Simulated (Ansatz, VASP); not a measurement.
Two plane-wave programs on Cd

```
Cd
1.0
     0.00000    2.18875    2.18875
     2.18875    0.00000    2.18875
     2.18875    2.18875    0.00000
Cd
1
Direct
  0.00000 0.00000 0.00000
```

Alike in both runs: functional PBEsol; k mesh 22 × 22 × 22; occupations gaussian, width 0.1 eV; no spin polarisation.

Ansatz relaxed the structure, and its values are those at the end. VASP's run is a single point on that final structure, the one shown.

|  | VASP | Ansatz |
| --- | --- | --- |
| version | VASP 6.6.1 | Ansatz 0.2.0 |
| potentials or method | VASP PAW PBE potentials, release 64 (Cd), cutoff 520 eV | scalar-relativistic, plane waves, PAW |
| valence electrons in the cell | 12 | 20 |

|  | VASP | Ansatz | Ansatz less VASP |
| --- | --- | --- | --- |
| gap on the k mesh at the Fermi level (eV) | none | none | - |
| pressure (GPa) | 0.4 | 0.0 | -0.38 |

VASP's potentials were made for PBE, not for PBEsol. A gap of «none» marks a metal or a gap that the smearing closes. VASP's potentials hold 12 valence electrons a cell and Ansatz's 20, so a difference there can come from the potentials and not from the codes.
